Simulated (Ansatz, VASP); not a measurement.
# Two plane-wave programs on Fe

```
CELL_PARAMETERS angstrom
-1.44300 1.44300 1.44300
1.44300 -1.44300 1.44300
1.44300 1.44300 -1.44300
ATOMIC_POSITIONS crystal
Fe 0.00000 0.00000 0.00000
```

Alike in both runs: task relaxation of cell and atoms; functional revPBE; k mesh 13 × 13 × 13; occupations fermi-dirac, width 0.15 eV; collinear spin; Hubbard terms Fe d U = 4.0 eV.

```csv
,VASP,Ansatz
version,VASP 6.6.1,Ansatz 0.2.0
potentials or method,"VASP PAW PBE potentials, release 64 (Fe)",PseudoDojo standard (PBE files)
plane-wave cutoff (eV),600,1225
valence electrons in the cell,8,16
```

|  | VASP | Ansatz | Ansatz less VASP |
| --- | --- | --- | --- |
| net moment per atom (μB) | 2.97 | 2.93 | -0.035 |
| size of the moment on the site where the two differ most (μB) | 3.11 | 3.07 | -0.041 |
| relaxed volume (Å³/atom) | 13.32 | 13.46 | +0.144 |
| relaxed cell length with the largest relative difference (Å) | 2.586 | 2.596 | +0.0093 |

VASP's potentials were made for PBE, not for revPBE. Site moments also hang on the region over which each program counts them. The programs project onto different local orbitals, so the same U acts differently, and such runs can settle in different states. VASP's potentials hold 8 valence electrons a cell and Ansatz's 16, so a difference there can come from the potentials and not from the codes.

Noted on Ansatz's run: the potentials were made for another functional, which shifts forces and pressure; the magnetic or orbital state may not be the lowest; the plane-wave basis is chosen anew once the cell has moved, so the energies of steps on either side of that aren't comparable.
